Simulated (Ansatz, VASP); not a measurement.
**Two plane-wave programs on Ge**

File INCAR:

```
PREC = Accurate
ENCUT = 520
EDIFF = 1E-8
ISMEAR = -1
SIGMA = 0.05
LREAL = False
LASPH = True
NELM = 80
ALGO = Normal
ISIF = 2
LWAVE = False
LCHARG = False
GGA = PE
LEFG = True
NBANDS = 13
```

KPOINTS

```
Automatic mesh
0
Gamma
  13 13 13
```

File POSCAR:

```
Ge
1.0
    2.7326463164      0.0000000000      0.0000000000
    0.0000000000      2.7326463164      0.0000000000
    0.0000000000      0.0000000000      2.6713929211
Ge
1
Direct
    0.0000000000      0.0000000000      0.0000000000
```

Input for Ansatz:

```yaml
crystal:
  lattice:
    - [2.7326463164, 0.0, 0.0]
    - [0.0, 2.7326463164, 0.0]
    - [0.0, 0.0, 2.6713929211]
  atoms:
    - { symbol: Ge, position: [0.0, 0.0, 0.0] }
kpoints:
  mp_grid: { grid: [13, 13, 13] }
scf:
  occupations: { method: fermi_dirac, width: 0.05 }
hamiltonian:
  xc: pbe
  pseudopotentials: { kind: paw }
output:
  forces: true
  stress: true
  eigenvalues: true
  efg: { contact_densities: true }
```

Change from the starting cell: z stretched by -1.5 % at fixed volume, PAW files.

Alike in both runs: task electric field gradients; functional PBE; k mesh 13 × 13 × 13; occupations fermi-dirac, width 0.05 eV; no spin polarisation.

|  | VASP | Ansatz |
| --- | --- | --- |
| version | VASP 6.6.1 | Ansatz 0.2.0 |
| potentials or method | VASP PAW PBE potentials, release 64 (Ge_d) | PAW with Ansatz's default frozen-core files, scalar-relativistic |
| plane-wave cutoff (eV) | 520 | 420 |
| valence electrons in the cell | 14 | 14 |

VASP gave:

```
pressure (GPa)                                                : 0.1
traceless stress, the component that is largest in VASP (GPa) : 1.94
size of Vzz on the site where it differs most (V/Å²)          : 14.4
```

Q: Which values does Ansatz return?

A: Pressure (GPa): 0.0; traceless stress, the component that is largest in VASP (GPa): 1.95; size of Vzz on the site where it differs most (V/Å²): 14.5.
